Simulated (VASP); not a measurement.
# TiCo (Pm-3m) in VASP: further runs

Runs on TiCo. Level: PBEsol. Tasks: single point.

Everything below comes from runs of VASP 6.6.1. Logs are shortened: lines on timing, memory, paths and dates and some standing lists are left out, and cuts for length are marked.

**1. The cell of the first run**

Symmetry: Pm-3m, No. 221, cubic system. The conventional cell has a = 2.986 Å, b = 2.986 Å, c = 2.986 Å, α = 90.00°, β = 90.00°, γ = 90.00°. Co (site symmetry m-3m) has 8 Ti at 2.59 Å and 6 Co at 2.99 Å within 3.4 Å. Within 3.4 Å of Ti (site symmetry m-3m) lie 8 Co at 2.59 Å and 6 Ti at 2.99 Å.

**2. Single point, PBEsol, collinear spin, ferromagnetic start**

Contents of INCAR:

```
PREC = Accurate
ENCUT = 520
EDIFF = 1E-6
ISMEAR = -1
SIGMA = 0.05
LREAL = F
LASPH = T
NELM = 150
ALGO = Normal
ISIF = 2
LWAVE = F
LCHARG = T
ISPIN = 2
MAGMOM = 2 1
LORBIT = 11
NUPDOWN = 3.0
LMAXMIX = 4
GGA = PS
LELF = T
LVHAR = T
NBANDS = 22
```

Contents of KPOINTS:

```
Automatic mesh
0
Gamma
  8 8 8
```

Contents of POSCAR:

```
TiCo
1.0
    2.9861109900      0.0000000000      0.0000000000
    0.0000000000      2.9861109900      0.0000000000
    0.0000000000      0.0000000000      2.9861109900
Co Ti
1 1
Direct
    0.5000000000      0.5000000000      0.5000000000
    0.0000000000      0.0000000000      0.0000000000
```

Potentials or basis: VASP PAW PBE potentials, release 64 (Co, Ti_sv).

Command:

```bash
cat potpaw_PBE.64/Co/POTCAR potpaw_PBE.64/Ti_sv/POTCAR > POTCAR
mpirun -np 1 vasp_std > vasp.out
```

OUTCAR:

```text
PREC = Accurate
   ENCUT = 520
   EDIFF = 1E-6
   ISMEAR = -1
   LREAL = F
   LASPH = T
   NELM = 150
   ISIF = 2
   ISPIN = 2
   LORBIT = 11
   NUPDOWN = 3.0
   GGA = PS

 ion  position               nearest neighbor table
   1  0.500  0.500  0.500-   2 2.59   2 2.59   2 2.59   2 2.59   2 2.59   2 2.59   2 2.59   2 2.59

   2  0.000  0.000  0.000-   1 2.59   1 2.59   1 2.59   1 2.59   1 2.59   1 2.59   1 2.59   1 2.59

  LATTYP: Found a simple cubic cell.
 ALAT       =     2.9861109900

  Lattice vectors:

 A1 = (   2.9861109900,   0.0000000000,   0.0000000000)
 A2 = (   0.0000000000,   2.9861109900,   0.0000000000)
 A3 = (   0.0000000000,   0.0000000000,   2.9861109900)

Analysis of symmetry for initial positions (statically):
=====================================================================
 Subroutine PRICEL returns:
 Original cell was already a primitive cell.

 Routine SETGRP: Setting up the symmetry group for a
 simple cubic supercell.

 Subroutine GETGRP returns: Found 48 space group operations
 (whereof 48 operations were pure point group operations)
 out of a pool of 48 trial point group operations.

The static configuration has the point symmetry O_h .

Analysis of symmetry for dynamics (positions and initial velocities):
=====================================================================
 Subroutine PRICEL returns:
 Original cell was already a primitive cell.

 Routine SETGRP: Setting up the symmetry group for a
 simple cubic supercell.

 Subroutine GETGRP returns: Found 48 space group operations
 (whereof 48 operations were pure point group operations)
 out of a pool of 48 trial point group operations.

The dynamic configuration has the point symmetry O_h .

Analysis of structural, dynamic, and magnetic symmetry:
=====================================================================
 Subroutine PRICEL returns:
 Original cell was already a primitive cell.

 Routine SETGRP: Setting up the symmetry group for a
 simple cubic supercell.

 Subroutine GETGRP returns: Found 48 space group operations
 (whereof 48 operations were pure point group operations)
 out of a pool of 48 trial point group operations.

The overall configuration has the point symmetry O_h .

 Subroutine INISYM returns: Found 48 space group operations
 (whereof 48 operations are pure point group operations),
 and found     1 'primitive' translations

[... 111 lines left out ...]
   IALGO  =     38    algorithm
   IMIX   =      4    mixing-type and parameters
     AMIX     =   0.40;   BMIX     =  1.00
     AMIX_MAG =   1.60;   BMIX_MAG =  1.00
  volume/ion in A,a.u.               =      13.31        89.84
  Fermi-wavevector in a.u.,A,eV,Ry     =   1.512546  2.858298 31.127355  2.287796
  Thomas-Fermi vector in A             =   2.622456
   LORBIT       =     11    0 simple, 1 ext, 2 COOP (PROOUT), +10 PAW based schemes
   GGA     = PS    functional components
   LHFCALC =     F    Hartree Fock is set to
   AEXX    =    0.0000 exact exchange contribution
   IVDW    =     0    specifies the selected vdW correction
   LEPSILON=     F    determine dielectric tensor
   LRPA    =     F    only Hartree local field effects (RPA)
 spin polarized calculation
  energy-cutoff  :      520.00
  volume of cell :       26.63
 maximum number of plane-waves:       739
 NGX is ok and might be reduce to    24
   NGX = 11   NGY = 11   NGZ = 11

 number of electron      20.9999981 magnetization       2.9999994

 Free energy of the ion-electron system (eV)
  ---------------------------------------------------
  ext. energy  EPLUGINS =         0.00000000
  ---------------------------------------------------
  free energy    TOTEN  =       -15.67088415 eV

  energy without entropy =      -15.64246072  energy(sigma->0) =      -15.65667244

 E-fermi :   8.6249     XC(G=0): -12.7010

 val. band max:       10.2718099577   @ k =   0.5000   0.2500   0.1250
 cond. band min:       8.6345686523   @ k =   0.3750   0.2500   0.0000
 fundamental gap:     -1.6372413054
 Fermi energy:        10.2954158773

 spin component 1

 k-point     1 :       0.0000    0.0000    0.0000
  band No.  band energies     occupation
      1     -46.8129      1.00000
      2     -23.0404      1.00000
      3     -23.0404      1.00000
      4     -23.0404      1.00000
      5       1.7185      1.00000
      6       5.1483      1.00000
[... 589 lines left out ...]
     21      25.5035      0.00000
     22      29.4811      0.00000

 [... further k-points ...]

 spin component 2

 k-point     1 :       0.0000    0.0000    0.0000
  band No.  band energies     occupation
      1     -46.1044      1.00000
      2     -22.3296      1.00000
      3     -22.3296      1.00000
      4     -22.3296      1.00000
      5       2.4247      1.00000
      6       6.6592      1.00000
[... 589 lines left out ...]
     21      26.3056      0.00000
     22      30.1960      0.00000

 [... further k-points ...]

------------------------ aborting loop because EDIFF is reached ----------------------------------------

  FORCE on cell =-STRESS in cart. coord.  units (eV):
  Direction    XX          YY          ZZ          XY          YZ          ZX
  --------------------------------------------------------------------------------------
  -------------------------------------------------------------------------------------
  Total        0.7755612      0.7755612      0.7755612      0.0000000      0.0000000     -0.0000000
  in kB       46.6668863     46.6668863     46.6668863      0.0000000      0.0000000     -0.0000000
  external PRESSURE =      46.6668863 kB  Pullay stress =       0.0000000 kB

 VOLUME and BASIS-vectors are now :
 -----------------------------------------------------------------------------
  energy-cutoff  :      520.00
  volume of cell :       26.63
      direct lattice vectors                 reciprocal lattice vectors
     2.986110990  0.000000000  0.000000000     0.334883735  0.000000000  0.000000000
     0.000000000  2.986110990  0.000000000     0.000000000  0.334883735  0.000000000
     0.000000000  0.000000000  2.986110990     0.000000000  0.000000000  0.334883735

 POSITION                                       TOTAL-FORCE (eV/Angst)
 -----------------------------------------------------------------------------------
      1.49306      1.49306      1.49306         0.000000      0.000000      0.000000
      0.00000      0.00000      0.00000         0.000000      0.000000      0.000000
 -----------------------------------------------------------------------------------
    total drift:                                0.000000      0.000000     -0.000000

  FREE ENERGIE OF THE ION-ELECTRON SYSTEM (eV)
  ---------------------------------------------------
  free  energy   TOTEN  =       -15.6708841484 eV

  energy  without entropy=      -15.6424607226  energy(sigma->0) =      -15.65667244

 total charge

# of ion       s       p       d       tot
------------------------------------------
    1        0.540   0.456   7.236   8.232
    2        2.239   6.165   1.968  10.371
--------------------------------------------------
tot          2.779   6.621   9.204  18.604

 magnetization (x)

# of ion       s       p       d       tot
------------------------------------------
    1        0.043   0.138   1.689   1.871
    2        0.010   0.059   0.720   0.789
--------------------------------------------------
tot          0.053   0.197   2.409   2.659
```

OSZICAR:

```text
N       E                     dE             d eps       ncg     rms          rms(c)
DAV:   1     0.167514238682E+03    0.16751E+03   -0.97307E+03  3112   0.124E+03
DAV:   2    -0.752510927569E+01   -0.17504E+03   -0.16670E+03  3140   0.305E+02
DAV:   3    -0.177415431299E+02   -0.10216E+02   -0.10006E+02  3896   0.777E+01
DAV:   4    -0.179960372709E+02   -0.25449E+00   -0.25412E+00  3532   0.114E+01
DAV:   5    -0.180037361397E+02   -0.76989E-02   -0.76985E-02  3734   0.182E+00    0.166E+01
DAV:   6    -0.192030765029E+02   -0.11993E+01   -0.23007E+01  3500   0.647E+01    0.203E+01
DAV:   7    -0.157658594674E+02    0.34372E+01   -0.97189E+00  3678   0.402E+01    0.611E+00
DAV:   8    -0.156648898968E+02    0.10097E+00   -0.49484E-01  4114   0.764E+00    0.180E+00
DAV:   9    -0.156756139725E+02   -0.10724E-01   -0.46262E-02  3644   0.186E+00    0.152E+00
DAV:  10    -0.156705464372E+02    0.50675E-02   -0.39290E-02  3866   0.252E+00    0.293E-01
DAV:  11    -0.156708379829E+02   -0.29155E-03   -0.17934E-03  3900   0.455E-01    0.147E-01
DAV:  12    -0.156708751955E+02   -0.37213E-04   -0.18471E-04  3836   0.102E-01    0.663E-02
DAV:  13    -0.156708891073E+02   -0.13912E-04   -0.36945E-05  3334   0.598E-02    0.208E-02
DAV:  14    -0.156708845645E+02    0.45429E-05   -0.10894E-05  3902   0.290E-02    0.792E-03
DAV:  15    -0.156708841484E+02    0.41606E-06   -0.58864E-07  1994   0.871E-03
   1 F= -.15670884E+02 E0= -.15656672E+02  d E =-.284234E-01  mag=     3.0000
```

stdout:

```text
POSCAR found type information on POSCAR CoTi
 POSCAR found :  2 types and       2 ions
 scaLAPACK will be used
 -----------------------------------------------------------------------------
|                                                                             |
|                                                                             |
|     You enforced a specific xc type in the INCAR file but a different       |
|     I HOPE YOU KNOW WHAT YOU ARE DOING!                                     |
|                                                                             |
 -----------------------------------------------------------------------------

 LDA part: xc-table for (Slater+PW92), standard interpolation
 POSCAR, INCAR and KPOINTS ok, starting setup
 FFT: planning ... GRIDC
 FFT: planning ... GRID_SOFT
 FFT: planning ... GRID
 WAVECAR not read
 entering main loop
```

It took 15 s on 1 thread of Intel Xeon 6975P-C (Granite Rapids), shared host; peak memory 0.16 GiB.

Results:

| Quantity | Value |
| --- | --- |
| Free energy | -15.6709 eV |
| Pressure | 4.7 GPa |
| Net moment | 3.00 μB per cell |
| Site moments | Co +1.87; Ti +0.79 μB |
| Valence electrons inside the program's atomic spheres | Co 8.23; Ti 10.37 |

Caveat: the PAW data sets were made with another functional, which shifts forces and pressure a little; the total moment is fixed, so each spin has its own Fermi level.

**3. Single point, PBEsol, collinear spin, ferromagnetic start**

Contents of INCAR:

```
  PREC = Accurate
  ENCUT = 520
  EDIFF = 1E-7
  ISMEAR = -1
  SIGMA = 0.05
  LREAL = F
  LASPH = T
  NELM = 150
  ALGO = Normal
  ISIF = 2
  LWAVE = F
  LCHARG = F
  ISPIN = 2
  MAGMOM = 2.53333 1.26667
  LORBIT = 11
  NUPDOWN = 3.8
  LMAXMIX = 4
  GGA = PS
  NBANDS = 22
```

Contents of KPOINTS:

```
regular mesh
0
Gamma
  8 8 8
```

POSCAR is that of step 2.

Potentials or basis: VASP PAW PBE potentials, release 64 (Co, Ti_sv).

Command:

```bash
cat potpaw_PBE.64/Co/POTCAR potpaw_PBE.64/Ti_sv/POTCAR > POTCAR
mpirun -np 1 vasp_std > vasp.out
```

OUTCAR:

```text
PREC = Accurate
   ENCUT = 520
   EDIFF = 1E-7
   ISMEAR = -1
   LREAL = F
   LASPH = T
   NELM = 150
   ISIF = 2
   ISPIN = 2
   LORBIT = 11
   NUPDOWN = 3.8
   GGA = PS

 ion  position               nearest neighbor table
   1  0.500  0.500  0.500-   2 2.59   2 2.59   2 2.59   2 2.59   2 2.59   2 2.59   2 2.59   2 2.59

   2  0.000  0.000  0.000-   1 2.59   1 2.59   1 2.59   1 2.59   1 2.59   1 2.59   1 2.59   1 2.59

  LATTYP: Found a simple cubic cell.
 ALAT       =     2.9861109900

  Lattice vectors:

 A1 = (   2.9861109900,   0.0000000000,   0.0000000000)
 A2 = (   0.0000000000,   2.9861109900,   0.0000000000)
 A3 = (   0.0000000000,   0.0000000000,   2.9861109900)

Analysis of symmetry for initial positions (statically):
=====================================================================
 Subroutine PRICEL returns:
 Original cell was already a primitive cell.

 Routine SETGRP: Setting up the symmetry group for a
 simple cubic supercell.

 Subroutine GETGRP returns: Found 48 space group operations
 (whereof 48 operations were pure point group operations)
 out of a pool of 48 trial point group operations.

The static configuration has the point symmetry O_h .

Analysis of symmetry for dynamics (positions and initial velocities):
=====================================================================
 Subroutine PRICEL returns:
 Original cell was already a primitive cell.

 Routine SETGRP: Setting up the symmetry group for a
 simple cubic supercell.

 Subroutine GETGRP returns: Found 48 space group operations
 (whereof 48 operations were pure point group operations)
 out of a pool of 48 trial point group operations.

The dynamic configuration has the point symmetry O_h .

Analysis of structural, dynamic, and magnetic symmetry:
[... 142 lines left out ...]
 spin polarized calculation
  energy-cutoff  :      520.00
  volume of cell :       26.63
 maximum number of plane-waves:       739
 NGX is ok and might be reduce to    24
   NGX = 11   NGY = 11   NGZ = 11

 number of electron      20.9999981 magnetization       3.7999994

 Free energy of the ion-electron system (eV)
  ---------------------------------------------------
  ext. energy  EPLUGINS =         0.00000000
  ---------------------------------------------------
  free energy    TOTEN  =       -14.87972084 eV

  energy without entropy =      -14.84130191  energy(sigma->0) =      -14.86051137

 E-fermi :   8.5291     XC(G=0): -12.6753

 val. band max:       10.7249600741   @ k =   0.5000   0.2500   0.0000
 cond. band min:       8.5443153357   @ k =   0.1250   0.1250   0.1250
 fundamental gap:     -2.1806447385
 Fermi energy:        10.7507624125

 spin component 1

 k-point     1 :       0.0000    0.0000    0.0000
  band No.  band energies     occupation
      1     -46.5846      1.00000
      2     -22.8338      1.00000
      3     -22.8338      1.00000
      4     -22.8338      1.00000
      5       1.5738      1.00000
      6       4.9714      1.00000
[... 589 lines left out ...]
     21      25.3662      0.00000
     22      29.3911      0.00000

 [... further k-points ...]

 spin component 2

 k-point     1 :       0.0000    0.0000    0.0000
  band No.  band energies     occupation
      1     -45.5571      1.00000
      2     -21.7997      1.00000
      3     -21.7997      1.00000
      4     -21.7997      1.00000
      5       2.5880      1.00000
      6       6.7301      1.00000
[... 589 lines left out ...]
     21      26.4767      0.00000
     22      30.4735      0.00000

 [... further k-points ...]
[... 5 lines left out ...]
  --------------------------------------------------------------------------------------
  -------------------------------------------------------------------------------------
  Total        1.9187881      1.9187881      1.9187881     -0.0000000     -0.0000000      0.0000000
  in kB      115.4568664    115.4568664    115.4568664     -0.0000000     -0.0000000      0.0000000
  external PRESSURE =     115.4568664 kB  Pullay stress =       0.0000000 kB

 VOLUME and BASIS-vectors are now :
 -----------------------------------------------------------------------------
  energy-cutoff  :      520.00
  volume of cell :       26.63
      direct lattice vectors                 reciprocal lattice vectors
     2.986110990  0.000000000  0.000000000     0.334883735  0.000000000  0.000000000
     0.000000000  2.986110990  0.000000000     0.000000000  0.334883735  0.000000000
     0.000000000  0.000000000  2.986110990     0.000000000  0.000000000  0.334883735

 POSITION                                       TOTAL-FORCE (eV/Angst)
 -----------------------------------------------------------------------------------
      1.49306      1.49306      1.49306         0.000000      0.000000      0.000000
      0.00000      0.00000      0.00000         0.000000      0.000000      0.000000
 -----------------------------------------------------------------------------------
    total drift:                                0.000000      0.000000     -0.000000

  FREE ENERGIE OF THE ION-ELECTRON SYSTEM (eV)
  ---------------------------------------------------
  free  energy   TOTEN  =       -14.8797208401 eV

  energy  without entropy=      -14.8413019072  energy(sigma->0) =      -14.86051137

 total charge

# of ion       s       p       d       tot
------------------------------------------
    1        0.543   0.462   7.195   8.200
    2        2.233   6.162   2.020  10.415
--------------------------------------------------
tot          2.777   6.623   9.216  18.616

 magnetization (x)

# of ion       s       p       d       tot
------------------------------------------
    1        0.050   0.205   1.876   2.131
    2        0.016   0.083   1.061   1.160
--------------------------------------------------
tot          0.066   0.288   2.936   3.290
```

OSZICAR:

```text
N       E                     dE             d eps       ncg     rms          rms(c)
DAV:   1     0.168666094621E+03    0.16867E+03   -0.94086E+03  3112   0.120E+03
DAV:   2    -0.679480681203E+01   -0.17546E+03   -0.16690E+03  3140   0.306E+02
DAV:   3    -0.170265794770E+02   -0.10232E+02   -0.10035E+02  3896   0.778E+01
DAV:   4    -0.172805892381E+02   -0.25401E+00   -0.25363E+00  3538   0.114E+01
DAV:   5    -0.172888388031E+02   -0.82496E-02   -0.82492E-02  3726   0.188E+00    0.173E+01
DAV:   6    -0.192563184801E+02   -0.19675E+01   -0.27762E+01  3500   0.739E+01    0.238E+01
DAV:   7    -0.148454876046E+02    0.44108E+01   -0.10245E+01  3626   0.410E+01    0.461E+00
DAV:   8    -0.149033654453E+02   -0.57878E-01   -0.35416E-01  3612   0.432E+00    0.271E+00
DAV:   9    -0.148779980557E+02    0.25367E-01   -0.61433E-02  4036   0.336E+00    0.129E+00
DAV:  10    -0.148789105051E+02   -0.91245E-03   -0.14248E-02  3242   0.105E+00    0.381E-01
DAV:  11    -0.148796593646E+02   -0.74886E-03   -0.25042E-03  3976   0.495E-01    0.158E-01
DAV:  12    -0.148797055715E+02   -0.46207E-04   -0.12475E-04  3378   0.901E-02    0.885E-02
DAV:  13    -0.148797212541E+02   -0.15683E-04   -0.57719E-05  3566   0.646E-02    0.136E-02
DAV:  14    -0.148797214592E+02   -0.20507E-06   -0.87390E-06  3800   0.258E-02    0.662E-03
DAV:  15    -0.148797212680E+02    0.19122E-06   -0.39296E-07  3590   0.689E-03    0.379E-03
DAV:  16    -0.148797209536E+02    0.31435E-06   -0.20874E-07  3290   0.299E-03    0.157E-03
DAV:  17    -0.148797208506E+02    0.10297E-06   -0.20532E-08  1726   0.190E-03    0.464E-04
DAV:  18    -0.148797208401E+02    0.10493E-07   -0.66581E-09  1630   0.799E-04
   1 F= -.14879721E+02 E0= -.14860511E+02  d E =-.384189E-01  mag=     3.8000
```

Wall time 17 s (1 thread of Intel Xeon 6975P-C (Granite Rapids), shared host); peak memory 0.17 GiB.

Results:

```yaml
Free_energy: -14.8797 eV
Pressure: 11.5 GPa
Net_moment: 3.80 μB per cell
Site_moments: Co +2.13; Ti +1.16 μB
Valence_electrons_inside_the_program's_atomic_spheres: Co 8.20; Ti 10.41
```

Caveat: the PAW data sets were made with another functional, which shifts forces and pressure a little; the total moment is fixed, so each spin has its own Fermi level.
